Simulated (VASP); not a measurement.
Set up this calculation in VASP 6.6.1, as the native input.

* Task: single point
* Functional: PBE
* Potentials or basis: VASP PAW PBE potentials, release 64 (Sb)
* Cutoff: 520 eV
* k mesh: 7 × 7 × 9
* Occupations: fermi-dirac, width 0.1 eV
* Spin: no spin polarisation
* Dipole correction: no
* Further INCAR settings: ALGO = Normal; EDIFF = 1e-06; NBANDS = 14

The structure of Sb lies in POSCAR:

```
Sb
1.0
    4.5338572879      0.0000000000      0.0000000000
   -2.2669286439      3.9264355884      0.0000000000
    0.0000000000      0.0000000000      2.7000227771
Sb
3
Direct
    0.0000000000      0.0000000000      0.0000000000
    0.3333333333      0.6666666667      0.5000000000
    0.6666666667      0.3333333333      0.5000000000
```

The input as run:

INCAR

```
SYSTEM = Sb
PREC = Accurate
ENCUT = 520
EDIFF = 1E-6
ISMEAR = -1
SIGMA = 0.1
LREAL = .FALSE.
LASPH = .TRUE.
NELM = 100
ALGO = Normal
ISIF = 2
LWAVE = .FALSE.
LCHARG = .FALSE.
GGA = PE
NBANDS = 14
```

KPOINTS

```
Automatic mesh
0
G
  7 7 9
  0 0 0
```

Potentials or basis: VASP PAW PBE potentials, release 64 (Sb).

Command:

```bash
$ cat potpaw_PBE.64/Sb/POTCAR > POTCAR
$ mpirun -np 1 vasp_std > vasp.out
```

Results of the run:

```
Pressure : 112.8 GPa
```

Run time: 13 s on 1 thread of Intel(R) Xeon(R) 6975P-C (Granite Rapids), with other jobs on the host, peak memory 0.16 GiB.
